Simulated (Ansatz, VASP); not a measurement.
**CoGe3Pd in VASP and in Ansatz**

Contents of INCAR:

```
PREC     = Accurate       # precision mode
ENCUT    = 690            # plane-wave cutoff, eV
EDIFF    = 1E-6           # SCF threshold, eV
ISMEAR   = 0              # smearing method
SIGMA    = 0.1            # smearing width, eV
LREAL    = F              # projectors in reciprocal space
LASPH    = T              # aspherical terms in the spheres
NELM     = 200            # most SCF steps
ALGO     = Normal         # electronic algorithm
ISIF     = 2              # what is computed and relaxed
LWAVE    = F              # write WAVECAR
LCHARG   = F              # write CHGCAR
ISPIN    = 2              # spin polarisation
MAGMOM   = 3 0 0 0 0      # initial moments
LORBIT   = 11             # projections on sites
LMAXMIX  = 4              # l up to which the mixer works
GGA      = PE             # functional
NBANDS   = 50             # bands
GGA_COMPAT= F
```

KPOINTS

```
regular mesh
0
Gamma
  4 4 4
```

POSCAR

```
CoGe3Pd
1.0
    4.6562461500      0.0000000000      0.0000000000
    0.0000000000      4.6562461500      0.0000000000
    0.0000000000      0.0000000000      4.2275761300
Co Ge Pd
1 3 1
Direct
    0.0000000000      0.0000000000      0.5000000000
    0.0000000000      0.5000000000      0.0000000000
    0.5000000000      0.0000000000      0.0000000000
    0.5000000000      0.5000000000      0.5000000000
    0.0000000000      0.0000000000      0.0000000000
```

Input for Ansatz:

```yaml
crystal:
  lattice:
    - [4.65624615, 0.0, 0.0]
    - [0.0, 4.65624615, 0.0]
    - [0.0, 0.0, 4.22757613]
  atoms:
    - { symbol: Co, position: [0.0, 0.0, 0.5], spin: 3.0 }
    - { symbol: Ge, position: [0.0, 0.5, 0.0] }
    - { symbol: Ge, position: [0.5, 0.0, 0.0] }
    - { symbol: Ge, position: [0.5, 0.5, 0.5] }
    - { symbol: Pd, position: [0.0, 0.0, 0.0] }
basis:
  ecutwfc: 420
kpoints:
  mp_grid: { grid: [4, 4, 4] }
hamiltonian:
  xc: pbe
scf:
  occupations: { method: gaussian, width: 0.1 }
  lower_state_search: "off"
output:
  forces: true
  stress: true
  eigenvalues: true
  populations: true
magnetization:
  spin_polarized: true
```

Alike in both runs: task single point; functional PBE; k mesh 4 × 4 × 4; occupations gaussian, width 0.1 eV; collinear spin.

|  | VASP | Ansatz |
| --- | --- | --- |
| version | VASP 6.6.1 | Ansatz 0.2.0 |
| potentials or method | VASP PAW PBE potentials, release 64 (Co_sv, Ge_d, Pd_sv_GW), cutoff 690 eV | scalar-relativistic, plane waves, PAW |
| valence electrons in the cell | 77 | 77 |

```csv
,VASP,Ansatz,Ansatz less VASP
gap on the k mesh at the Fermi level (eV),none,none,-
pressure (GPa),16.9,17.0,+0.06
"traceless stress, the component that is largest in VASP (GPa)",19.56,19.61,+0.045
net moment per atom (μB),0.40,0.40,0.000
size of the moment on the site where the two differ most (μB),1.72,1.69,-0.030
```

Site moments also hang on the region over which each program counts them. A gap of «none» marks a metal or a gap that the smearing closes. The functional is the same, so the differences come from potentials, cutoffs and numerics.

The k mesh is coarse, so the values compare programs but aren't converged.
